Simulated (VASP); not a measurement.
# Be in VASP: a series of runs

Be is run at these levels: PBEsol; tasks: single point.

Program: VASP 6.6.1. These are calculated values, not measurements. Logs are shortened: lines on timing, memory, paths and dates and some standing lists are left out, and cuts for length are marked.

## 1. The cell of the first run

The structure is tetragonal, space group P4_2/mnm (No. 136). The conventional cell has a = 3.672 Å, b = 3.672 Å, c = 2.281 Å, α = 90.00°, β = 90.00°, γ = 90.00°. Within 2.8 Å of Be (site symmetry m2m) lie 13 Be at 2.10 to 2.64 Å.

## 2. Single point, PBEsol (equal xx and yy strain of -2 %)

Contents of INCAR:

```
SYSTEM = Be
ALGO = Normal ; EDIFF = 1E-6
ENCUT = 520 ; GGA = PS
ISIF = 2 ; ISMEAR = -1
LASPH = .True. ; LCHARG = .True.
LELF = .True. ; LREAL = .False.
LVHAR = .True. ; LWAVE = .False.
NBANDS = 12 ; NELM = 60
PREC = Accurate ; SIGMA = 0.05
```

Contents of KPOINTS:

```
k-points
0
Gamma
  9 9 14
  0 0 0
```

Contents of POSCAR:

```
Be
1.0
    3.6718777200      0.0000000000      0.0000000000
    0.0000000000      3.6718777200      0.0000000000
    0.0000000000      0.0000000000      2.2812800000
Be
4
Direct
    0.2974080000      0.2974080000      0.0000000000
    0.7025920000      0.7025920000      0.0000000000
    0.2025920000      0.7974080000      0.5000000000
    0.7974080000      0.2025920000      0.5000000000
```

Potentials or basis: VASP PAW PBE potentials, release 64 (Be).

Command:

```
$ cat potpaw_PBE.64/Be/POTCAR > POTCAR
$ mpirun -np 1 vasp_std > vasp.out
```

OUTCAR:

```text
SYSTEM = Be
   EDIFF = 1E-6
   ENCUT = 520
   GGA = PS
   ISIF = 2
   ISMEAR = -1
   LASPH = .True.
   LREAL = .False.
   NELM = 60
   PREC = Accurate

 ion  position               nearest neighbor table
   1  0.297  0.297  0.000-   2 2.10   3 2.19   4 2.19   3 2.19   4 2.19   3 2.19   3 2.19   4 2.19
                             4 2.19
   2  0.703  0.703  0.000-   1 2.10   3 2.19   4 2.19   3 2.19   4 2.19   4 2.19   4 2.19   3 2.19
                             3 2.19
   3  0.203  0.797  0.500-   4 2.10   2 2.19   1 2.19   1 2.19   2 2.19   1 2.19   1 2.19   2 2.19
                             2 2.19
   4  0.797  0.203  0.500-   3 2.10   2 2.19   1 2.19   1 2.19   2 2.19   2 2.19   2 2.19   1 2.19
                             1 2.19

  LATTYP: Found a simple tetragonal cell.
 ALAT       =     3.6718777200
 C/A-ratio  =     0.6212843057

  Lattice vectors:

 A1 = (   3.6718777200,   0.0000000000,   0.0000000000)
 A2 = (   0.0000000000,   3.6718777200,   0.0000000000)
 A3 = (   0.0000000000,   0.0000000000,   2.2812800000)

Analysis of symmetry for initial positions (statically):
=====================================================================
 Subroutine PRICEL returns:
 Original cell was already a primitive cell.

 Routine SETGRP: Setting up the symmetry group for a
 simple tetragonal supercell.

 Subroutine GETGRP returns: Found 16 space group operations
 (whereof  8 operations were pure point group operations)
 out of a pool of 16 trial point group operations.

The static configuration has the point symmetry D_2h.
 The point group associated with its full space group is D_4h.

Analysis of symmetry for dynamics (positions and initial velocities):
=====================================================================
 Subroutine PRICEL returns:
 Original cell was already a primitive cell.

 Routine SETGRP: Setting up the symmetry group for a
 simple tetragonal supercell.

 Subroutine GETGRP returns: Found 16 space group operations
 (whereof  8 operations were pure point group operations)
 out of a pool of 16 trial point group operations.

The dynamic configuration has the point symmetry D_2h.
 The point group associated with its full space group is D_4h.

 Subroutine INISYM returns: Found 16 space group operations
 (whereof  8 operations are pure point group operations),
 and found     1 'primitive' translations

----------------------------------------------------------------------------------------

                                     Primitive cell

  volume of cell :      30.7578

  direct lattice vectors                    reciprocal lattice vectors
     3.671877720  0.000000000  0.000000000     0.272340224  0.000000000  0.000000000
     0.000000000  3.671877720  0.000000000     0.000000000  0.272340224  0.000000000
     0.000000000  0.000000000  2.281280000     0.000000000  0.000000000  0.438350400

  length of vectors
     3.671877720  3.671877720  2.281280000     0.272340224  0.272340224  0.438350400

  position of ions in fractional coordinates (direct lattice)
     0.297408000  0.297408000  0.000000000
     0.702592000  0.702592000  0.000000000
     0.202592000  0.797408000  0.500000000
     0.797408000  0.202592000  0.500000000

  ion indices of the primitive-cell ions
   primitive index   ion index
                 1           1
                 2           2
                 3           3
                 4           4

----------------------------------------------------------------------------------------

 KPOINTS: k-points

Automatic generation of k-mesh.
 Grid dimensions read from file:
 generate k-points for:    9    9   14

 Generating k-lattice:

  Cartesian coordinates                     Fractional coordinates (reciprocal lattice)
     0.030260025  0.000000000  0.000000000     0.111111111  0.000000000  0.000000000
     0.000000000  0.030260025  0.000000000     0.000000000  0.111111111  0.000000000
     0.000000000  0.000000000  0.031310743     0.000000000  0.000000000  0.071428571

  Length of vectors
     0.030260025  0.030260025  0.031310743

  Shift w.r.t. Gamma in fractional coordinates (k-lattice)
     0.000000000  0.000000000  0.000000000

 Subroutine IBZKPT returns following result:
 ===========================================

 Found    120 irreducible k-points:

 Following reciprocal coordinates:
            Coordinates               Weight
  0.000000  0.000000  0.000000      1.000000
  0.111111  0.000000  0.000000      4.000000
  0.222222  0.000000  0.000000      4.000000
  0.333333  0.000000  0.000000      4.000000
  0.444444  0.000000  0.000000      4.000000
  0.111111  0.111111  0.000000      4.000000
[... 16 lines left out ...]
  0.333333  0.111111  0.071429     16.000000
  0.444444  0.111111  0.071429     16.000000
 [... further k-points ...]
   k-points           NKPTS =    120   k-points in BZ     NKDIM =    120   number of bands    NBANDS=     12
   number of dos      NEDOS =    301   number of ions     NIONS =      4
   total plane-waves  NPLWV =  14112
   dimension x,y,z NGX =    28 NGY =   28 NGZ =   18
   dimension x,y,z NGXF=    56 NGYF=   56 NGZF=   36
   ions per type =               4
   NGX,Y,Z   is equivalent  to a cutoff of  12.68, 12.68, 13.12 a.u.
   NGXF,Y,Z  is equivalent  to a cutoff of  25.35, 25.35, 26.23 a.u.
 SYSTEM =  Be
   PREC   = accura    normal or accurate (medium, high low for compatibility)
   ISTART =      0    job   : 0-new  1-cont  2-samecut
   ICHARG =      2    charge: 1-file 2-atom 10-const
   ISPIN  =      1    spin polarized calculation?
   LNONCOLLINEAR =      F non collinear calculations
   LSORBIT =      F    spin-orbit coupling
   LASPH  =      T    aspherical Exc in radial PAW
   ENCUT  =  520.0 eV  38.22 Ry    6.18 a.u.   6.83  6.83  4.24*2*pi/ulx,y,z
   NELM   =     60;   NELMIN=  2; NELMDL= -5     # of ELM steps
   EDIFF  = 0.1E-05   stopping-criterion for ELM
   LREAL  =      F    real-space projection
   EDIFFG = 0.1E-04   stopping-criterion for IOM
   NSW    =      0    number of steps for IOM
   IBRION =     -1    ionic relax: 0-MD 1-quasi-New 2-CG
   NFREE  =      0    steps in history (QN), initial steepest desc. (CG)
   ISIF   =      2    stress and relaxation
   ISYM   =      2    0-nonsym 1-usesym 2-fastsym
   POTIM  = 0.5000    time-step for ionic-motion
   TEBEG  =    0.0;   TEEND  =   0.0 temperature during run
   PSTRESS=    0.0 pullay stress
   NELECT =       8.0000    total number of electrons
   NUPDOWN=      -1.0000    fix difference up-down
   EMIN   =  10.00;   EMAX   =-10.00  energy-range for DOS
   EFERMI =   0.00;   METHOD = LEGACY
   ISMEAR =    -1;   SIGMA  =   0.05  broadening in eV -4-tet -1-fermi 0-gaus
   EFERMI_NEDOS =   21; number of points for ismear=-14 and -15
   IALGO  =     38    algorithm
   IMIX   =      4    mixing-type and parameters
     AMIX     =   0.40;   BMIX     =  1.00
     AMIX_MAG =   1.60;   BMIX_MAG =  1.00
  volume/ion in A,a.u.               =       7.69        51.89
  Fermi-wavevector in a.u.,A,eV,Ry     =   1.045008  1.974780 14.858144  1.092043
  Thomas-Fermi vector in A             =   2.179786
   LORBIT       =      0    0 simple, 1 ext, 2 COOP (PROOUT), +10 PAW based schemes
   GGA     = PS    functional components
   LHFCALC =     F    Hartree Fock is set to
   AEXX    =    0.0000 exact exchange contribution
   IVDW    =     0    specifies the selected vdW correction
   LEPSILON=     F    determine dielectric tensor
   LRPA    =     F    only Hartree local field effects (RPA)
 non-spin polarized calculation
  energy-cutoff  :      520.00
  volume of cell :       30.76
 maximum number of plane-waves:       852
 NGX is ok and might be reduce to    28
   NGX = 13   NGY = 13   NGZ =  9

 number of electron       8.0000000 magnetization

 Free energy of the ion-electron system (eV)
  ---------------------------------------------------
  ext. energy  EPLUGINS =         0.00000000
  ---------------------------------------------------
  free energy    TOTEN  =       -15.75542878 eV

  energy without entropy =      -15.75219881  energy(sigma->0) =      -15.75381380

 E-fermi :   7.0931     XC(G=0): -10.6981

 val. band max:        7.0789196516   @ k =   0.1111   0.0000   0.5000
 cond. band min:       7.1321754250   @ k =   0.1111   0.0000   0.0714
 fundamental gap:      0.0532557734
 Fermi energy:         7.0930656650

 k-point     1 :       0.0000    0.0000    0.0000
  band No.  band energies     occupation
      1      -4.2501      2.00000
      2       2.0837      2.00000
      3       2.6403      2.00000
      4       6.3083      2.00000
      5       6.3083      2.00000
      6      12.3825      0.00000
      7      12.3825      0.00000
      8      14.8513      0.00000
      9      15.9516      0.00000
     10      18.1200      0.00000
     11      23.2944      0.00000
     12      23.2944      0.00000

 k-point     2 :       0.1111    0.0000    0.0000
  band No.  band energies     occupation
      1      -4.1502      2.00000
      2       1.6644      2.00000
      3       2.5309      2.00000
      4       6.2655      2.00000
      5       7.0390      1.49335
      6      11.3764      0.00000
      7      12.2637      0.00000
      8      16.0766      0.00000
      9      16.1278      0.00000
     10      18.6375      0.00000
     11      22.7434      0.00000
     12      23.4008      0.00000

 k-point     3 :       0.2222    0.0000    0.0000
  band No.  band energies     occupation
      1      -3.8504      2.00000
      2       0.5140      2.00000
      3       2.8106      2.00000
      4       6.0848      2.00000
      5       8.2988      0.00000
      6      10.0435      0.00000
      7      12.3145      0.00000
      8      16.4502      0.00000
      9      18.2549      0.00000
     10      19.9877      0.00000
     11      21.5468      0.00000
     12      23.7172      0.00000
[... 286 lines left out ...]
 k-point    23 :       0.3333    0.1111    0.0714
  band No.  band energies     occupation
      1      -3.1426      2.00000
      2      -0.4727      2.00000
      3       2.8253      2.00000
      4       5.3753      2.00000
      5       9.1356      0.00000
      6      10.3928      0.00000
      7      13.4209      0.00000
      8      16.1427      0.00000
      9      19.1857      0.00000
     10      19.8382      0.00000
     11      21.8132      0.00000
     12      23.0602      0.00000

 k-point    24 :       0.4444    0.1111    0.0714
  band No.  band energies     occupation
      1      -2.4428      2.00000
      2      -1.5481      2.00000
      3       3.5513      2.00000
      4       4.4300      2.00000
      5       9.5168      0.00000
      6       9.9750      0.00000
      7      15.5010      0.00000
      8      17.1700      0.00000
      9      17.9174      0.00000
     10      18.3729      0.00000
     11      22.7732      0.00000
     12      23.6630      0.00000

 [... further k-points ...]
[... 5 lines left out ...]
  --------------------------------------------------------------------------------------
  -------------------------------------------------------------------------------------
  Total        1.0809834      1.0809834      0.2731355     -0.0000000      0.0000000      0.0000000
  in kB       56.3085801     56.3085801     14.2276696     -0.0000000      0.0000000      0.0000000
  external PRESSURE =      42.2816099 kB  Pullay stress =       0.0000000 kB

 VOLUME and BASIS-vectors are now :
 -----------------------------------------------------------------------------
  energy-cutoff  :      520.00
  volume of cell :       30.76
      direct lattice vectors                 reciprocal lattice vectors
     3.671877720  0.000000000  0.000000000     0.272340224  0.000000000  0.000000000
     0.000000000  3.671877720  0.000000000     0.000000000  0.272340224  0.000000000
     0.000000000  0.000000000  2.281280000     0.000000000  0.000000000  0.438350400

 POSITION                                       TOTAL-FORCE (eV/Angst)
 -----------------------------------------------------------------------------------
      1.09205      1.09205      0.00000        -0.084720     -0.084720     -0.000000
      2.57983      2.57983      0.00000         0.084720      0.084720      0.000000
      0.74389      2.92798      1.14064         0.084720     -0.084720     -0.000000
      2.92798      0.74389      1.14064        -0.084720      0.084720     -0.000000
 -----------------------------------------------------------------------------------
    total drift:                                0.000000      0.000000     -0.000000

  FREE ENERGIE OF THE ION-ELECTRON SYSTEM (eV)
  ---------------------------------------------------
  free  energy   TOTEN  =       -15.7554287815 eV

  energy  without entropy=      -15.7521988132  energy(sigma->0) =      -15.75381380
```

Wall time 11 s (1 thread of Intel Xeon 6975P-C (Granite Rapids), shared host); peak memory 0.15 GiB.

Results:

```yaml
Free_energy: -15.7554 eV
Pressure: 4.2 GPa
Largest_force: 0.120 eV/Å
Band_gap_on_the_k_mesh: zero (bands 4 and 5 overlap by 1.90 eV)
```

Forces on the atoms (eV/Å):
```
Be  -0.085 -0.085  0.000
Be   0.085  0.085  0.000
Be   0.085 -0.085  0.000
Be  -0.085  0.085  0.000
```

Stress tensor (GPa, compression positive):
```
5.63 0.00 0.00
0.00 5.63 0.00
0.00 0.00 1.42
```

Caveat: the cell differs from its parent crystal (equal xx and yy strain of -2 %); the cell stands under pressure; the PAW data sets were made with another functional, which shifts forces and pressure a little.

## 3. Single point, PBEsol (equal xx and yy strain of +3 %)

Contents of INCAR:

```
SYSTEM = Be
  ALGO = Normal
  EDIFF = 1E-7
  ENCUT = 520
  GGA = PS
  ISIF = 2
  ISMEAR = -1
  LASPH = .TRUE.
  LCHARG = .FALSE.
  LREAL = .FALSE.
  LWAVE = .FALSE.
  NBANDS = 12
  NELM = 80
  PREC = Accurate
  SIGMA = 0.05
```

Contents of KPOINTS:

```
k-points
0
G
  9 9 14
  0 0 0
```

Edit POSCAR of step 2 so:

```diff
@@ -2,4 +2,4 @@
 1.0
-    3.6718777200      0.0000000000      0.0000000000
-    0.0000000000      3.6718777200      0.0000000000
+    3.8592184200      0.0000000000      0.0000000000
+    0.0000000000      3.8592184200      0.0000000000
     0.0000000000      0.0000000000      2.2812800000
```

Potentials or basis: VASP PAW PBE potentials, release 64 (Be).

Command:

```
$ cat potpaw_PBE.64/Be/POTCAR > POTCAR
$ mpirun -np 1 vasp_std > vasp.out
```

Run time: 13 s. Hardware: 1 thread of Intel Xeon 6975P-C (Granite Rapids), shared host; peak memory 0.16 GiB.

The run converged. Its results:

| Property | Result |
| --- | --- |
| Free energy | -15.7255 eV |
| Pressure | -6.8 GPa |
| Largest force | 0.122 eV/Å |
| Band gap on the k mesh | zero (bands 4 and 5 overlap by 2.17 eV) |

Forces on the atoms (eV/Å):
```
Be   0.086  0.086  0.000
Be  -0.086 -0.086  0.000
Be  -0.086  0.086  0.000
Be   0.086 -0.086  0.000
```

Stress tensor (GPa, compression positive):
```
-7.88  0.00  0.00
 0.00 -7.88  0.00
 0.00  0.00 -4.57
```

Levels at points of the mesh, in eV from the Fermi level:
| k point | band 2 | band 3 | band 4 | band 5 | band 6 | band 7 |
| --- | --- | --- | --- | --- | --- | --- |
| (0.00, 0.00, 0.00) | -4.80 | -4.22 | -1.20 | -1.20 | 4.32 | 4.32 |
| (0.00, 0.00, 0.50) | -5.35 | 0.98 | 0.98 | 1.98 | 1.98 | 2.77 |

Caveat: the cell differs from its parent crystal (equal xx and yy strain of +3 %); the cell stands under tension; the PAW data sets were made with another functional, which shifts forces and pressure a little.

## 4. Single point, PBEsol (equal xy, yz and zx shear strains of -3 %)

Contents of INCAR:

```
SYSTEM = Be
PREC     = Accurate       ! precision mode
ENCUT    = 520            ! plane-wave cutoff, eV
EDIFF    = 1E-6           ! SCF threshold, eV
ISMEAR   = -1             ! smearing method
SIGMA    = 0.05           ! smearing width, eV
LREAL    = .FALSE.        ! projectors in reciprocal space
LASPH    = .TRUE.         ! aspherical terms in the spheres
NELM     = 80             ! most SCF steps
ALGO     = Normal         ! electronic algorithm
ISIF     = 2              ! what is computed and relaxed
LWAVE    = .FALSE.        ! write WAVECAR
LCHARG   = .FALSE.        ! write CHGCAR
GGA      = PS             ! functional
NBANDS   = 12             ! bands
```

Contents of KPOINTS:

```
regular mesh
0
G
  9 9 14
  0 0 0
```

Contents of POSCAR:

```
Be
1.0
    3.7468140000     -0.0562022100     -0.0562022100
   -0.0562022100      3.7468140000     -0.0562022100
   -0.0342192000     -0.0342192000      2.2812800000
Be
4
Direct
    0.2974080000      0.2974080000      0.0000000000
    0.7025920000      0.7025920000      0.0000000000
    0.2025920000      0.7974080000      0.5000000000
    0.7974080000      0.2025920000      0.5000000000
```

Command:

```
$ cat potpaw_PBE.64/Be/POTCAR > POTCAR
$ mpirun -np 1 vasp_std > vasp.out
```

Run time: 26 s. Hardware: 1 thread of Intel Xeon 6975P-C (Granite Rapids), shared host; peak memory 0.2 GiB.

It converged, with:

| Quantity | Value |
| --- | --- |
| Free energy | -15.7334 eV |
| Pressure | -0.5 GPa |
| Largest force | 0.131 eV/Å |
| Band gap on the k mesh | zero (bands 4 and 5 overlap by 1.95 eV) |

Forces in eV/Å, atoms in the order of the input:
```
Be   0.025  0.025  0.126
Be  -0.025 -0.025 -0.126
Be   0.031 -0.031  0.000
Be  -0.031  0.031  0.000
```

Stress tensor (GPa, compression positive):
```
 0.02  3.73  4.93
 3.73  0.02  4.93
 4.93  4.93 -1.51
```

Levels at points of the mesh, in eV from the Fermi level:
| k point | band 1 | band 2 | band 3 | band 4 | band 5 | band 6 | band 7 | band 8 | band 9 |
| --- | --- | --- | --- | --- | --- | --- | --- | --- | --- |
| (0.00, 0.00, 0.00) | -11.15 | -4.97 | -4.41 | -1.01 | -0.99 | 4.34 | 5.36 | 7.32 | 9.25 |
| (0.00, 0.00, 0.50) | -5.80 | -5.80 | 0.87 | 0.96 | 1.86 | 1.87 | 2.60 | 2.64 | 7.45 |

Caveat: the cell differs from its parent crystal (equal xy, yz and zx shear strains of -3 %); the PAW data sets were made with another functional, which shifts forces and pressure a little.

## 5. Overview

| cell | gap on the mesh (eV) | pressure (GPa) | largest force (eV/Å) |
| --- | --- | --- | --- |
| a = 3.672, b = 3.672, c = 2.281 Å, 4 atoms | none | 4.2 | 0.12 |
| a = 3.859, b = 3.859, c = 2.281 Å, 4 atoms | none | -6.8 | 0.12 |
| a = 3.748, b = 3.748, c = 2.282 Å, angles 91.7°, 4 atoms | none | -0.5 | 0.13 |

Alike in all rows: task single point; level PBEsol; potentials or basis VASP PAW PBE potentials, release 64 (Be); no spin polarisation; k mesh 9 × 9 × 14; cutoff (eV) 520; smearing fermi-dirac 0.05 eV.

Caveats: the PAW data sets were made with another functional, which shifts forces and pressure a little; the cell stands under pressure (at least some runs); the cell stands under tension (at least some runs).

Total energies depend on the potentials used, so only differences within one code and one set of settings carry meaning.
